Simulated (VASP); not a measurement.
# NiO in VASP: a series of runs

NiO is run at these levels: PBE; tasks: single point.

All numbers are computed with VASP 6.6.1; they aren't measurements. Logs are shortened: lines on timing, memory, paths and dates and some standing lists are left out, and cuts for length are marked.

## 1. The cell of the first run

The cell holds a wire or tube with vacuum around it, 2 atoms: a = 9.900 Å, b = 9.300 Å, c = 3.340 Å, α = 90.00°, β = 90.00°, γ = 90.00°.

## 2. Single point, PBE, collinear spin, ferromagnetic start

The input, INCAR:

```
PREC = Accurate
ENCUT = 520
EDIFF = 1E-6
ISMEAR = 0
SIGMA = 0.05
LREAL = False
LASPH = True
NELM = 150
ALGO = Normal
ISIF = 2
LWAVE = False
LCHARG = False
ISPIN = 2
MAGMOM = 1.6 0.5
LORBIT = 11
LMAXMIX = 4
GGA = PE
NBANDS = 19
```

The input, KPOINTS:

```
Automatic mesh
0
Gamma
  1 1 19
```

The input, POSCAR:

```
NiO
1.0
    9.9000000000      0.0000000000      0.0000000000
    0.0000000000      9.3000000000      0.0000000000
    0.0000000000      0.0000000000      3.3401863815
Ni O
1 1
Direct
    0.4855988848      0.5000000000      0.0000000000
    0.5144011152      0.5000000000      0.5000000000
```

Potentials or basis: VASP PAW PBE potentials, release 64 (Ni, O).

Launch:

```
> cat potpaw_PBE.64/Ni/POTCAR potpaw_PBE.64/O/POTCAR > POTCAR
> mpirun -np 1 vasp_std > vasp.out
```

OUTCAR:

```text
PREC = Accurate
   ENCUT = 520
   EDIFF = 1E-6
   ISMEAR = 0
   LREAL = False
   LASPH = True
   NELM = 150
   ISIF = 2
   ISPIN = 2
   LORBIT = 11
   GGA = PE

 ion  position               nearest neighbor table
   1  0.486  0.500  0.000-   2 1.69   2 1.69
   2  0.514  0.500  0.500-   1 1.69   1 1.69

  LATTYP: Found a simple orthorhombic cell.
 ALAT       =     3.3401863815
 B/A-ratio  =     2.7842757672
 C/A-ratio  =     2.9639064619

  Lattice vectors:

 A1 = (   0.0000000000,   0.0000000000,  -3.3401863815)
 A2 = (   0.0000000000,   9.3000000000,   0.0000000000)
 A3 = (   9.9000000000,   0.0000000000,   0.0000000000)

Analysis of symmetry for initial positions (statically):
=====================================================================
 Subroutine PRICEL returns:
 Original cell was already a primitive cell.

 Routine SETGRP: Setting up the symmetry group for a
 simple orthorhombic supercell.

 Subroutine GETGRP returns: Found  4 space group operations
 (whereof  4 operations were pure point group operations)
 out of a pool of  8 trial point group operations.

The static configuration has the point symmetry C_2v.

Analysis of symmetry for dynamics (positions and initial velocities):
=====================================================================
 Subroutine PRICEL returns:
 Original cell was already a primitive cell.

 Routine SETGRP: Setting up the symmetry group for a
 simple orthorhombic supercell.

 Subroutine GETGRP returns: Found  4 space group operations
 (whereof  4 operations were pure point group operations)
 out of a pool of  8 trial point group operations.

The dynamic configuration has the point symmetry C_2v.

Analysis of structural, dynamic, and magnetic symmetry:
=====================================================================
 Subroutine PRICEL returns:
 Original cell was already a primitive cell.

 Routine SETGRP: Setting up the symmetry group for a
 simple orthorhombic supercell.

 Subroutine GETGRP returns: Found  4 space group operations
 (whereof  4 operations were pure point group operations)
 out of a pool of  8 trial point group operations.

The overall configuration has the point symmetry C_2v.

 Subroutine INISYM returns: Found  4 space group operations
 (whereof  4 operations are pure point group operations),
 and found     1 'primitive' translations

----------------------------------------------------------------------------------------

                                     Primitive cell

  volume of cell :     307.5310

  direct lattice vectors                    reciprocal lattice vectors
     9.900000000  0.000000000  0.000000000     0.101010101  0.000000000  0.000000000
     0.000000000  9.300000000  0.000000000     0.000000000  0.107526882  0.000000000
     0.000000000  0.000000000  3.340186382     0.000000000  0.000000000  0.299384491

  length of vectors
     9.900000000  9.300000000  3.340186382     0.101010101  0.107526882  0.299384491

  position of ions in fractional coordinates (direct lattice)
     0.485598885  0.500000000  0.000000000
     0.514401115  0.500000000  0.500000000

  ion indices of the primitive-cell ions
   primitive index   ion index
                 1           1
                 2           2

----------------------------------------------------------------------------------------

 KPOINTS: Automatic mesh

Automatic generation of k-mesh.
 Grid dimensions read from file:
 generate k-points for:    1    1   19

 Generating k-lattice:

  Cartesian coordinates                     Fractional coordinates (reciprocal lattice)
     0.101010101  0.000000000  0.000000000     1.000000000  0.000000000  0.000000000
     0.000000000  0.107526882  0.000000000     0.000000000  1.000000000  0.000000000
     0.000000000  0.000000000  0.015757078     0.000000000  0.000000000  0.052631579

  Length of vectors
     0.101010101  0.107526882  0.015757078

  Shift w.r.t. Gamma in fractional coordinates (k-lattice)
     0.000000000  0.000000000  0.000000000

 Subroutine IBZKPT returns following result:
 ===========================================

 Found     10 irreducible k-points:

 Following reciprocal coordinates:
            Coordinates               Weight
  0.000000  0.000000  0.000000      1.000000
  0.000000  0.000000  0.052632      2.000000
  0.000000  0.000000  0.105263      2.000000
  0.000000  0.000000  0.157895      2.000000
  0.000000  0.000000  0.210526      2.000000
  0.000000  0.000000  0.263158      2.000000
  0.000000  0.000000  0.315789      2.000000
  0.000000  0.000000  0.368421      2.000000
  0.000000  0.000000  0.421053      2.000000
  0.000000  0.000000  0.473684      2.000000
   k-points           NKPTS =     10   k-points in BZ     NKDIM =     10   number of bands    NBANDS=     19
   number of dos      NEDOS =    301   number of ions     NIONS =      2
   total plane-waves  NPLWV = 156800
   dimension x,y,z NGX =    80 NGY =   70 NGZ =   28
   dimension x,y,z NGXF=   160 NGYF=  140 NGZF=   56
   ions per type =               1   1
   NGX,Y,Z   is equivalent  to a cutoff of  13.43, 12.51, 13.94 a.u.
   NGXF,Y,Z  is equivalent  to a cutoff of  26.87, 25.03, 27.87 a.u.
 SYSTEM =  unknown system
   PREC   = accura    normal or accurate (medium, high low for compatibility)
   ISTART =      0    job   : 0-new  1-cont  2-samecut
   ICHARG =      2    charge: 1-file 2-atom 10-const
   ISPIN  =      2    spin polarized calculation?
   LNONCOLLINEAR =      F non collinear calculations
   LSORBIT =      F    spin-orbit coupling
   LASPH  =      T    aspherical Exc in radial PAW
   ENCUT  =  520.0 eV  38.22 Ry    6.18 a.u.  18.41 17.29  6.21*2*pi/ulx,y,z
   NELM   =    150;   NELMIN=  2; NELMDL= -5     # of ELM steps
   EDIFF  = 0.1E-05   stopping-criterion for ELM
   LREAL  =      F    real-space projection
[... 7 lines left out ...]
   TEBEG  =    0.0;   TEEND  =   0.0 temperature during run
   PSTRESS=    0.0 pullay stress
   NELECT =      16.0000    total number of electrons
   NUPDOWN=      -1.0000    fix difference up-down
   EMIN   =  10.00;   EMAX   =-10.00  energy-range for DOS
   EFERMI =   0.00;   METHOD = LEGACY
   ISMEAR =     0;   SIGMA  =   0.05  broadening in eV -4-tet -1-fermi 0-gaus
   EFERMI_NEDOS =   21; number of points for ismear=-14 and -15
   IALGO  =     38    algorithm
   IMIX   =      4    mixing-type and parameters
     AMIX     =   0.40;   BMIX     =  1.00
     AMIX_MAG =   1.60;   BMIX_MAG =  1.00
  volume/ion in A,a.u.               =     153.77      1037.66
  Fermi-wavevector in a.u.,A,eV,Ry     =   0.611156  1.154917  5.081930  0.373511
  Thomas-Fermi vector in A             =   1.666978
   LORBIT       =     11    0 simple, 1 ext, 2 COOP (PROOUT), +10 PAW based schemes
   GGA     = PE    functional components
   LHFCALC =     F    Hartree Fock is set to
   AEXX    =    0.0000 exact exchange contribution
   IVDW    =     0    specifies the selected vdW correction
   LEPSILON=     F    determine dielectric tensor
   LRPA    =     F    only Hartree local field effects (RPA)
 spin polarized calculation
 Gauss-broadening in eV      SIGMA  =   0.05
  energy-cutoff  :      520.00
  volume of cell :      307.53
 maximum number of plane-waves:      8302
 NGX is ok and might be reduce to    80
   NGX = 37   NGY = 35   NGZ = 13

 number of electron      15.9999997 magnetization       1.3683320

 Free energy of the ion-electron system (eV)
  ---------------------------------------------------
  ext. energy  EPLUGINS =         0.00000000
  ---------------------------------------------------
  free energy    TOTEN  =       -10.44723652 eV

  energy without entropy =      -10.44548345  energy(sigma->0) =      -10.44635998

 E-fermi :  -4.9295     XC(G=0):  -1.8128

 val. band max:       -4.9322666596   @ k =   0.0000   0.0000   0.4737
 cond. band min:      -4.8140519963   @ k =   0.0000   0.0000   0.2105
 fundamental gap:      0.1182146633
 Fermi energy:        -4.9295372766

 spin component 1

 k-point     1 :       0.0000    0.0000    0.0000
  band No.  band energies     occupation
      1     -23.5138      1.00000
      2      -9.6286      1.00000
      3      -8.5808      1.00000
      4      -7.9777      1.00000
      5      -7.0417      1.00000
      6      -6.4064      1.00000
[... 11 lines left out ...]
     18       3.1441      0.00000
     19       4.9330      0.00000

 k-point     2 :       0.0000    0.0000    0.0526
  band No.  band energies     occupation
      1     -23.4969      1.00000
      2      -9.7648      1.00000
      3      -8.4747      1.00000
      4      -8.0942      1.00000
      5      -6.9089      1.00000
      6      -6.6546      1.00000
[... 168 lines left out ...]
 k-point    10 :       0.0000    0.0000    0.4737
  band No.  band energies     occupation
      1     -22.8252      1.00000
      2     -12.1185      1.00000
      3      -9.4982      1.00000
      4      -9.4651      1.00000
      5      -6.0130      1.00000
      6      -6.0059      1.00000
[... 11 lines left out ...]
     18       5.0668      0.00000
     19       5.2484      0.00000
 Fermi energy:        -4.9295372766

 spin component 2

 k-point     1 :       0.0000    0.0000    0.0000
  band No.  band energies     occupation
      1     -23.0524      1.00000
      2      -9.0344      1.00000
      3      -7.9226      1.00000
      4      -7.6094      1.00000
      5      -5.9541      1.00000
      6      -5.5442      1.00000
[... 11 lines left out ...]
     18       3.2189      0.00000
     19       5.0230      0.00000

 k-point     2 :       0.0000    0.0000    0.0526
  band No.  band energies     occupation
      1     -23.0351      1.00000
      2      -9.1714      1.00000
      3      -7.8406      1.00000
      4      -7.6784      1.00000
      5      -5.8713      1.00000
      6      -5.6024      1.00000
[... 168 lines left out ...]
 k-point    10 :       0.0000    0.0000    0.4737
  band No.  band energies     occupation
      1     -22.3428      1.00000
      2     -11.7451      1.00000
      3      -8.8830      1.00000
      4      -8.3894      1.00000
      5      -5.3412      1.00000
      6      -5.3089      1.00000
[... 11 lines left out ...]
     18       5.1094      0.00000
     19       5.3144      0.00000

------------------------ aborting loop because EDIFF is reached ----------------------------------------

  FORCE on cell =-STRESS in cart. coord.  units (eV):
  Direction    XX          YY          ZZ          XY          YZ          ZX
  --------------------------------------------------------------------------------------
  -------------------------------------------------------------------------------------
  Total       -0.0284367     -0.0255535      0.0446879      0.0000000      0.0000000      0.0000000
  in kB       -0.1481498     -0.1331286      0.2328154      0.0000000      0.0000000      0.0000000
  external PRESSURE =      -0.0161543 kB  Pullay stress =       0.0000000 kB

 VOLUME and BASIS-vectors are now :
 -----------------------------------------------------------------------------
  energy-cutoff  :      520.00
  volume of cell :      307.53
      direct lattice vectors                 reciprocal lattice vectors
     9.900000000  0.000000000  0.000000000     0.101010101  0.000000000  0.000000000
     0.000000000  9.300000000  0.000000000     0.000000000  0.107526882  0.000000000
     0.000000000  0.000000000  3.340186382     0.000000000  0.000000000  0.299384491

 POSITION                                       TOTAL-FORCE (eV/Angst)
 -----------------------------------------------------------------------------------
      4.80743      4.65000      0.00000        -0.002158      0.000000      0.000000
      5.09257      4.65000      1.67009         0.002158      0.000000      0.000000
 -----------------------------------------------------------------------------------
    total drift:                               -0.000717      0.000000     -0.000002

  FREE ENERGIE OF THE ION-ELECTRON SYSTEM (eV)
  ---------------------------------------------------
  free  energy   TOTEN  =       -10.4472365176 eV

  energy  without entropy=      -10.4454834499  energy(sigma->0) =      -10.44635998

 total charge

# of ion       s       p       d       tot
------------------------------------------
    1        0.523   0.519   8.277   9.318
    2        1.568   3.408   0.000   4.976
--------------------------------------------------
tot          2.091   3.928   8.277  14.295

 magnetization (x)

# of ion       s       p       d       tot
------------------------------------------
    1        0.055   0.025   0.929   1.009
    2        0.006   0.248   0.000   0.254
--------------------------------------------------
tot          0.061   0.273   0.929   1.263
```

Run time: 1.8 min. Hardware: 1 thread of Intel Xeon 6975P-C (Granite Rapids), shared host; peak memory 0.54 GiB.

What came out:

* Free energy: -10.4472 eV
* Net moment: 1.37 μB per cell
* Site moments: Ni +1.01; O +0.25 μB
* Valence electrons inside the program's atomic spheres: Ni 9.32; O 4.98

Forces in eV/Å, atoms in the order of the input:
```
Ni  -0.002  0.000  0.000
O    0.002  0.000  0.000
```

Levels at points of the mesh, in eV from the Fermi level:
Spin up:
```
           k point  band 5  band 6  band 7  band 8  band 9  band 10  band 11  band 12  band 13  band 14
(0.00, 0.00, 0.00)   -2.11   -1.48   -1.30   -1.05   -0.98     3.69     5.50     5.51     5.98     6.39
```
Spin down:
| k point | band 3 | band 4 | band 5 | band 6 | band 7 | band 8 | band 9 | band 10 | band 11 | band 12 |
| --- | --- | --- | --- | --- | --- | --- | --- | --- | --- | --- |
| (0.00, 0.00, 0.00) | -2.99 | -2.68 | -1.02 | -0.61 | -0.35 | -0.31 | 0.16 | 3.96 | 5.62 | 5.62 |

Caveat: semilocal functionals often make such compounds metallic where correlation or magnetic order opens a gap, which also shifts bond lengths.

## 3. Single point, PBE, collinear spin, ferromagnetic start

This run uses another cell than the first one.

The input, INCAR:

```
SYSTEM = NiO
  ALGO = Normal
  EDIFF = 1E-6
  ENCUT = 520
  GGA = PE
  ISIF = 2
  ISMEAR = 0
  ISPIN = 2
  LASPH = .True.
  LCHARG = .False.
  LMAXMIX = 4
  LORBIT = 11
  LREAL = .False.
  LWAVE = .False.
  MAGMOM = 1.6 0.5
  NBANDS = 19
  NELM = 150
  PREC = Accurate
  SIGMA = 0.05
```

The input, KPOINTS:

```
k-points
0
Gamma
  1 1 19
  0 0 0
```

The input, POSCAR:

```
NiO
1.0
    9.9000000000      0.0000000000      0.0000000000
    0.0000000000      9.3000000000      0.0000000000
    0.0000000000      0.0000000000      3.4152452562
Ni O
1 1
Direct
    0.4568782165      0.5000000000      0.0000000000
    0.5431217835      0.5000000000      0.5000000000
```

Potentials or basis: VASP PAW PBE potentials, release 64 (Ni, O).

Launch:

```
> cat potpaw_PBE.64/Ni/POTCAR potpaw_PBE.64/O/POTCAR > POTCAR
> mpirun -np 1 vasp_std > vasp.out
```

It took 2 min on 1 thread of Intel Xeon 6975P-C (Granite Rapids), shared host; peak memory 0.54 GiB.

It converged, with:

```
Free energy                                           : -9.4015 eV
Largest force                                         : 2.798 eV/Å
Band gap on the k mesh                                : zero (filled and empty bands overlap)
Net moment                                            : 2.00 μB per cell
Site moments                                          : Ni +1.38; O +0.45 μB
Valence electrons inside the program's atomic spheres : Ni 8.84; O 4.83
```

Forces on the atoms (eV/Å):
```
Ni   2.798  0.000  0.000
O   -2.798  0.000  0.000
```

Levels at points of the mesh, in eV from the Fermi level:
Spin up:
```csv
k point,band 5,band 6,band 7,band 8,band 9,band 10,band 11,band 12,band 13,band 14
"(0.00, 0.00, 0.00)",-2.06,-1.40,-1.27,-0.76,-0.10,2.34,4.94,5.44,5.66,6.43
```
Spin down:
| k point | band 5 | band 6 | band 7 | band 8 | band 9 | band 10 |
| --- | --- | --- | --- | --- | --- | --- |
| (0.00, 0.00, 0.00) | -0.52 | -0.35 | 0.02 | 0.04 | 1.51 | 2.84 |

Caveat: semilocal functionals often make such compounds metallic where correlation or magnetic order opens a gap, which also shifts bond lengths. With open d or f shells a metallic result of PBE can be an artefact of self-interaction; +U or a hybrid may open a gap.

## 4. Single point, PBE, collinear spin, ferromagnetic start

This run uses another cell than the first one.

The input, INCAR:

```
SYSTEM = NiO
PREC = Accurate
ENCUT = 520
EDIFF = 1E-7
ISMEAR = 0
SIGMA = 0.05
LREAL = .FALSE.
LASPH = .TRUE.
NELM = 150
ALGO = Normal
ISIF = 2
LWAVE = .FALSE.
LCHARG = .TRUE.
ISPIN = 2
MAGMOM = 1.6 0.5
LORBIT = 11
LMAXMIX = 4
GGA = PE
LELF = .TRUE.
LVHAR = .TRUE.
NBANDS = 19
```

The input, KPOINTS:

```
regular mesh
0
G
  1 1 32
  0 0 0
```

The input, POSCAR:

```
NiO
1.0
   10.7000000000      0.0000000000      0.0000000000
    0.0000000000      9.3000000000      0.0000000000
    0.0000000000      0.0000000000      2.0111999842
Ni O
1 1
Direct
    0.4202045501      0.5000000000      0.0000000000
    0.5797954499      0.5000000000      0.5000000000
```

Launch:

```
> cat potpaw_PBE.64/Ni/POTCAR potpaw_PBE.64/O/POTCAR > POTCAR
> mpirun -np 1 vasp_std > vasp.out
```

Run time: 2.5 min. Hardware: 1 thread of Intel Xeon 6975P-C (Granite Rapids), shared host; peak memory 0.41 GiB.

The run converged. Its results:

* Free energy: -7.4679 eV
* Largest force: 1.838 eV/Å
* Net moment: 1.61 μB per cell
* Site moments: Ni +1.00; O +0.48 μB
* Valence electrons inside the program's atomic spheres: Ni 9.29; O 4.73

Forces on the atoms (eV/Å):
```
Ni   1.838  0.000  0.000
O   -1.838  0.000  0.000
```

Levels at points of the mesh, in eV from the Fermi level:
Spin up:
| k point | band 5 | band 6 | band 7 | band 8 | band 9 | band 10 | band 11 | band 12 | band 13 | band 14 |
| --- | --- | --- | --- | --- | --- | --- | --- | --- | --- | --- |
| (0.00, 0.00, 0.00) | -1.93 | -1.70 | -0.96 | -0.86 | -0.41 | 2.15 | 3.40 | 5.49 | 5.61 | 6.59 |
| (0.00, 0.00, 0.50) | -1.58 | -1.36 | -1.07 | -0.58 | -0.51 | 7.17 | 9.96 | 11.76 | 13.81 | 13.95 |
Spin down:
```csv
k point,band 3,band 4,band 5,band 6,band 7,band 8,band 9,band 10,band 11,band 12
"(0.00, 0.00, 0.00)",-3.36,-3.19,-1.44,-0.50,-0.14,0.17,0.65,3.02,3.55,5.52
"(0.00, 0.00, 0.50)",-3.98,-2.96,-0.38,-0.35,0.01,0.24,0.76,7.40,10.43,11.82
```

Caveat: semilocal functionals often make such compounds metallic where correlation or magnetic order opens a gap, which also shifts bond lengths. With open d or f shells a metallic result of PBE can be an artefact of self-interaction; +U or a hybrid may open a gap.

## 5. Summary

| cell | k mesh | gap on the mesh (eV) | moment (μB) | largest force (eV/Å) |
| --- | --- | --- | --- | --- |
| a = 9.900, b = 9.300, c = 3.340 Å, 2 atoms, atomic positions A | 1 × 1 × 19 | none | 1.37 | - |
| a = 9.900, b = 9.300, c = 3.415 Å, 2 atoms, atomic positions B | 1 × 1 × 19 | none | 2.00 | 2.80 |
| a = 10.700, b = 9.300, c = 2.011 Å, 2 atoms, atomic positions C | 1 × 1 × 32 | none | 1.61 | 1.84 |

Alike in all rows: task single point; level PBE; potentials or basis VASP PAW PBE potentials, release 64 (Ni, O); spin collinear, ferromagnetic start; cutoff (eV) 520; smearing gaussian 0.05 eV.

Caveats: semilocal functionals often make such compounds metallic where correlation or magnetic order opens a gap, which also shifts bond lengths.

Absolute energies hang on the potentials; compare differences alone.

The gap in the log of VASP goes by the Fermi energy; the results here count the filled bands.